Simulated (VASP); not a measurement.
Write the native input for VASP 6.6.1 that does the following.

- Task: electric field gradients
- Functional: PBE
- Potentials or basis: VASP PAW PBE potentials, release 64 (Li_sv)
- Cutoff: 520 eV
- k mesh: 5 × 5 × 5
- Occupations: fermi-dirac, width 0.05 eV
- Spin: no spin polarisation
- Dipole correction: no
- Further INCAR settings: ALGO = Normal; EDIFF = 1e-08; NBANDS = 8

The structure of Li lies in POSCAR:

```
Li
1.0
    0.0000000000      2.2020000000      2.2020000000
    2.2020000000      0.0000000000      2.2020000000
    2.2020000000      2.2020000000      0.0000000000
Li
1
Direct
    0.0000000000      0.0000000000      0.0000000000
```

This isn't the form of Li at room conditions, which is bcc.

The input as run:

INCAR

```
SYSTEM = Li
PREC     = Accurate       ! precision mode
ENCUT    = 520            ! plane-wave cutoff, eV
EDIFF    = 1E-8           ! SCF threshold, eV
ISMEAR   = -1             ! smearing method
SIGMA    = 0.05           ! smearing width, eV
LREAL    = .False.        ! projectors in reciprocal space
LASPH    = .True.         ! aspherical terms in the spheres
NELM     = 80             ! most SCF steps
ALGO     = Normal         ! electronic algorithm
ISIF     = 2              ! what is computed and relaxed
LWAVE    = .False.        ! write WAVECAR
LCHARG   = .False.        ! write CHGCAR
GGA      = PE             ! functional
LEFG     = .True.       
NBANDS   = 8              ! bands
```

KPOINTS

```
regular mesh
0
Gamma
  5 5 5
  0 0 0
```

Potentials or basis: VASP PAW PBE potentials, release 64 (Li_sv).

The run is started by

```console
$ cat potpaw_PBE.64/Li_sv/POTCAR > POTCAR
$ mpirun -np 1 vasp_std > vasp.out
```

It gave:

```json
{
 "Band gap on the k mesh": "zero (an odd number of electrons rules out a gap without spin polarisation)",
 "Largest electric field gradient by atom": "zero within the noise of the run"
}
```

Caveat: the k points lie up to 0.49 Å⁻¹ apart, too coarse for converged energies and pressures of a metal.

Wall time 4 s on 1 thread of Intel Xeon 8259CL (shared host), peak memory 0.12 GiB.
